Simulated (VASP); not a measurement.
# PbS in VASP: notebook

Runs on PbS. Level: PBE. Tasks: single point.

Everything below comes from runs of VASP 6.6.1. Logs are shortened: lines on timing, memory, paths and dates and some standing lists are left out, and cuts for length are marked.

## 1. The cell of the first run

It takes space group Fm-3m (No. 225, cubic). The conventional cell has a = 5.931 Å, b = 5.931 Å, c = 5.931 Å, α = 90.00°, β = 90.00°, γ = 90.00°. Within 3.9 Å of Pb (site symmetry m-3m) lie 6 S at 2.97 Å. S (site symmetry m-3m) has 6 Pb at 2.97 Å within 3.9 Å.

## 2. Single point, PBE

The input, INCAR:

```
ALGO = Normal
EDIFF = 1E-6
ENCUT = 520
GGA = PE
ISIF = 2
ISMEAR = -1
LASPH = True
LCHARG = True
LELF = True
LREAL = False
LVHAR = True
LWAVE = False
NBANDS = 17
NELM = 80
PREC = Accurate
SIGMA = 0.1
```

The input, KPOINTS:

```
k-points
0
Gamma
  7 7 7
```

The input, POSCAR:

```
PbS
1.0
    0.0000000000      2.9657500000      2.9657500000
    2.9657500000      0.0000000000      2.9657500000
    2.9657500000      2.9657500000      0.0000000000
Pb S
1 1
Direct
    0.0000000000      0.0000000000      0.0000000000
    0.5000000000      0.5000000000      0.5000000000
```

Potentials or basis: VASP PAW PBE potentials, release 64 (Pb_d, S).

Run with:

```bash
> cat potpaw_PBE.64/Pb_d/POTCAR potpaw_PBE.64/S/POTCAR > POTCAR
> mpirun -np 1 vasp_std > vasp.out
```

OUTCAR:

```text
EDIFF = 1E-6
   ENCUT = 520
   GGA = PE
   ISIF = 2
   ISMEAR = -1
   LASPH = True
   LREAL = False
   NELM = 80
   PREC = Accurate

 ion  position               nearest neighbor table
   1  0.000  0.000  0.000-   2 2.97   2 2.97   2 2.97   2 2.97   2 2.97   2 2.97
   2  0.500  0.500  0.500-   1 2.97   1 2.97   1 2.97   1 2.97   1 2.97   1 2.97

  LATTYP: Found a face centered cubic cell.
 ALAT       =     5.9315000000

  Lattice vectors:

 A1 = (   0.0000000000,   2.9657500000,   2.9657500000)
 A2 = (   2.9657500000,   0.0000000000,   2.9657500000)
 A3 = (   2.9657500000,   2.9657500000,   0.0000000000)

Analysis of symmetry for initial positions (statically):
=====================================================================
 Subroutine PRICEL returns:
 Original cell was already a primitive cell.

 Routine SETGRP: Setting up the symmetry group for a
 face centered cubic supercell.

 Subroutine GETGRP returns: Found 48 space group operations
 (whereof 48 operations were pure point group operations)
 out of a pool of 48 trial point group operations.

The static configuration has the point symmetry O_h .

Analysis of symmetry for dynamics (positions and initial velocities):
=====================================================================
 Subroutine PRICEL returns:
 Original cell was already a primitive cell.

 Routine SETGRP: Setting up the symmetry group for a
 face centered cubic supercell.

 Subroutine GETGRP returns: Found 48 space group operations
 (whereof 48 operations were pure point group operations)
 out of a pool of 48 trial point group operations.

The dynamic configuration has the point symmetry O_h .

 Subroutine INISYM returns: Found 48 space group operations
 (whereof 48 operations are pure point group operations),
 and found     1 'primitive' translations

----------------------------------------------------------------------------------------

                                     Primitive cell

  volume of cell :      52.1715

  direct lattice vectors                    reciprocal lattice vectors
     0.000000000  2.965750000  2.965750000    -0.168591419  0.168591419  0.168591419
     2.965750000  0.000000000  2.965750000     0.168591419 -0.168591419  0.168591419
     2.965750000  2.965750000  0.000000000     0.168591419  0.168591419 -0.168591419

  length of vectors
[... 72 lines left out ...]
   LNONCOLLINEAR =      F non collinear calculations
   LSORBIT =      F    spin-orbit coupling
   LASPH  =      T    aspherical Exc in radial PAW
   ENCUT  =  520.0 eV  38.22 Ry    6.18 a.u.   7.80  7.80  7.80*2*pi/ulx,y,z
   NELM   =     80;   NELMIN=  2; NELMDL= -5     # of ELM steps
   EDIFF  = 0.1E-05   stopping-criterion for ELM
   LREAL  =      F    real-space projection
   EDIFFG = 0.1E-04   stopping-criterion for IOM
   NSW    =      0    number of steps for IOM
   IBRION =     -1    ionic relax: 0-MD 1-quasi-New 2-CG
   NFREE  =      0    steps in history (QN), initial steepest desc. (CG)
   ISIF   =      2    stress and relaxation
   ISYM   =      2    0-nonsym 1-usesym 2-fastsym
   POTIM  = 0.5000    time-step for ionic-motion
   TEBEG  =    0.0;   TEEND  =   0.0 temperature during run
   PSTRESS=    0.0 pullay stress
   NELECT =      20.0000    total number of electrons
   NUPDOWN=      -1.0000    fix difference up-down
   EMIN   =  10.00;   EMAX   =-10.00  energy-range for DOS
   EFERMI =   0.00;   METHOD = LEGACY
   ISMEAR =    -1;   SIGMA  =   0.10  broadening in eV -4-tet -1-fermi 0-gaus
   EFERMI_NEDOS =   21; number of points for ismear=-14 and -15
   IALGO  =     38    algorithm
   IMIX   =      4    mixing-type and parameters
     AMIX     =   0.40;   BMIX     =  1.00
     AMIX_MAG =   1.60;   BMIX_MAG =  1.00
  volume/ion in A,a.u.               =      26.09       176.04
  Fermi-wavevector in a.u.,A,eV,Ry     =   1.189251  2.247359 19.242973  1.414319
  Thomas-Fermi vector in A             =   2.325363
   LORBIT       =      0    0 simple, 1 ext, 2 COOP (PROOUT), +10 PAW based schemes
   GGA     = PE    functional components
   LHFCALC =     F    Hartree Fock is set to
   AEXX    =    0.0000 exact exchange contribution
   IVDW    =     0    specifies the selected vdW correction
   LEPSILON=     F    determine dielectric tensor
   LRPA    =     F    only Hartree local field effects (RPA)
 non-spin polarized calculation
  energy-cutoff  :      520.00
  volume of cell :       52.17
 maximum number of plane-waves:      1418
   NGX = 15   NGY = 15   NGZ = 15

 number of electron      19.9999998 magnetization

 Free energy of the ion-electron system (eV)
  ---------------------------------------------------
  ext. energy  EPLUGINS =         0.00000000
  ---------------------------------------------------
  free energy    TOTEN  =        -8.75787134 eV

  energy without entropy =       -8.75731472  energy(sigma->0) =       -8.75759303

 E-fermi :   6.0486     XC(G=0):  -9.6835

 val. band max:        5.5617557444   @ k =   0.4286   0.0000   0.0000
 cond. band min:       6.5153667098   @ k =   0.4286   0.0000   0.0000
 fundamental gap:      0.9536109653
 Fermi energy:         6.0486432372

 k-point     1 :       0.0000    0.0000    0.0000
  band No.  band energies     occupation
      1     -11.0033      2.00000
      2     -11.0033      2.00000
      3     -11.0033      2.00000
      4     -10.9869      2.00000
      5     -10.9869      2.00000
      6      -7.7772      2.00000
[... 377 lines left out ...]
      4     -10.9771      2.00000
      5     -10.9458      2.00000
      6      -6.1047      2.00000
[... 9 lines left out ...]
     16      17.5506      0.00000
     17      18.1907      0.00000

------------------------ aborting loop because EDIFF is reached ----------------------------------------

  FORCE on cell =-STRESS in cart. coord.  units (eV):
  Direction    XX          YY          ZZ          XY          YZ          ZX
  --------------------------------------------------------------------------------------
  -------------------------------------------------------------------------------------
  Total        0.6815619      0.6815619      0.6815619      0.0000000     -0.0000000      0.0000000
  in kB       20.9306277     20.9306277     20.9306277      0.0000000     -0.0000000      0.0000000
  external PRESSURE =      20.9306277 kB  Pullay stress =       0.0000000 kB

 VOLUME and BASIS-vectors are now :
 -----------------------------------------------------------------------------
  energy-cutoff  :      520.00
  volume of cell :       52.17
      direct lattice vectors                 reciprocal lattice vectors
     0.000000000  2.965750000  2.965750000    -0.168591419  0.168591419  0.168591419
     2.965750000  0.000000000  2.965750000     0.168591419 -0.168591419  0.168591419
     2.965750000  2.965750000  0.000000000     0.168591419  0.168591419 -0.168591419

 POSITION                                       TOTAL-FORCE (eV/Angst)
 -----------------------------------------------------------------------------------
      0.00000      0.00000      0.00000        -0.000000      0.000000     -0.000000
      2.96575      2.96575      2.96575         0.000000     -0.000000      0.000000
 -----------------------------------------------------------------------------------
    total drift:                                0.000000     -0.000000     -0.000000

  FREE ENERGIE OF THE ION-ELECTRON SYSTEM (eV)
  ---------------------------------------------------
  free  energy   TOTEN  =        -8.7578713382 eV

  energy  without entropy=       -8.7573147218  energy(sigma->0) =       -8.75759303
```

It took 30 s on 1 thread of Intel Xeon 8259CL, shared host; peak memory 0.18 GiB.

What came out:

```yaml
Free_energy: -8.7579 eV
Pressure: 2.1 GPa
```

Caveat: this odd mesh misses L, so gap, dielectric constants and Born charges aren't listed; spin-orbit coupling is left out, which moves the levels of the heavy elements.

## 3. Single point, PBE

The input, INCAR:

```
SYSTEM = PbS
PREC = Accurate
ENCUT = 520
EDIFF = 1E-6
ISMEAR = 0
SIGMA = 0.05
LREAL = .FALSE.
LASPH = .TRUE.
NELM = 100
ALGO = Normal
ISIF = 2
LWAVE = .FALSE.
LCHARG = .FALSE.
GGA = PE
NBANDS = 17
```

The input, KPOINTS:

```
regular mesh
0
G
  7 7 7
  0 0 0
```

The input, POSCAR:

```
PbS
1.0
    0.0000000000      2.9657500000      2.9657500000
    2.9657500000      0.0000000000      2.9657500000
    2.9657500000      2.9657500000      0.0000000000
Pb S
1 1
Direct
   -0.0115120000      0.0138610000     -0.0022760000
    0.4938690000      0.5052960000      0.4970370000
```

Potentials or basis: VASP PAW PBE potentials, release 64 (Pb_d, S).

Run with:

```bash
> cat potpaw_PBE.64/Pb_d/POTCAR potpaw_PBE.64/S/POTCAR > POTCAR
> mpirun -np 1 vasp_std > vasp.out
```

Run time: 2.7 min. Hardware: 1 thread of Intel Xeon 8259CL, shared host; peak memory 0.28 GiB.

It converged, with:

* Free energy: -8.7575 eV
* Pressure: 2.1 GPa
* Largest force: 0.018 eV/Å
* Band gap on the k mesh: 0.95 eV

Forces in eV/Å, atoms in the order of the input:
```
Pb  -0.016  0.008 -0.005
S    0.016 -0.008  0.005
```

Levels at points of the mesh, in eV from the valence-band top:
```
           k point  band 6  band 7  band 8  band 9  band 10  band 11  band 12  band 13  band 14  band 15
(0.00, 0.00, 0.00)  -13.34   -5.78   -1.92   -1.92    -1.91     5.46     5.47     5.47     6.99     7.00
```

Caveat: spin-orbit coupling is left out, which moves the levels of the heavy elements. A k mesh can miss the band edges.

## 4. Single point, PBE

The input, INCAR:

```
ALGO = Normal
EDIFF = 1E-6
ENCUT = 520
GGA = PE
ISIF = 2
ISMEAR = 0
LASPH = T
LCHARG = T
LELF = T
LREAL = F
LVHAR = T
LWAVE = F
NBANDS = 17
NELM = 60
PREC = Accurate
SIGMA = 0.05
```

The input, KPOINTS:

```
k-points
0
Gamma
  9 9 9
```

POSCAR is that of step 3.

Run with:

```bash
> cat potpaw_PBE.64/Pb_d/POTCAR potpaw_PBE.64/S/POTCAR > POTCAR
> mpirun -np 1 vasp_std > vasp.out
```

Run time: 5 min. Hardware: 1 thread of Intel Xeon 8259CL, shared host; peak memory 0.42 GiB.

Results (log left out):

```
Free energy            : -8.7558 eV
Pressure               : 2.1 GPa
Largest force          : 0.019 eV/Å
Band gap on the k mesh : 0.77 eV
```

Forces on the atoms (eV/Å):
```
Pb  -0.016  0.008 -0.006
S    0.016 -0.008  0.006
```

Levels at points of the mesh, in eV from the valence-band top:
| k point | band 6 | band 7 | band 8 | band 9 | band 10 | band 11 | band 12 | band 13 | band 14 | band 15 |
| --- | --- | --- | --- | --- | --- | --- | --- | --- | --- | --- |
| (0.00, 0.00, 0.00) | -13.42 | -5.85 | -1.99 | -1.99 | -1.99 | 5.38 | 5.39 | 5.40 | 6.91 | 6.92 |

Caveat: spin-orbit coupling is left out, which moves the levels of the heavy elements. A k mesh can miss the band edges.

## 5. Overview

```csv
cell,k mesh,smearing,gap on the mesh (eV),pressure (GPa),largest force (eV/Å)
"as given, atomic positions A",7 × 7 × 7,fermi-dirac 0.1 eV,-,2.1,-
"as given, atomic positions B",7 × 7 × 7,gaussian 0.05 eV,0.95,2.1,0.02
"as given, atomic positions B",9 × 9 × 9,gaussian 0.05 eV,0.77,2.1,0.02
```

Alike in all rows: task single point; level PBE; potentials or basis VASP PAW PBE potentials, release 64 (Pb_d, S); no spin polarisation; cutoff (eV) 520.

Caveats: spin-orbit coupling is left out, which moves the levels of the heavy elements.

Absolute energies hang on the potentials; compare differences alone.
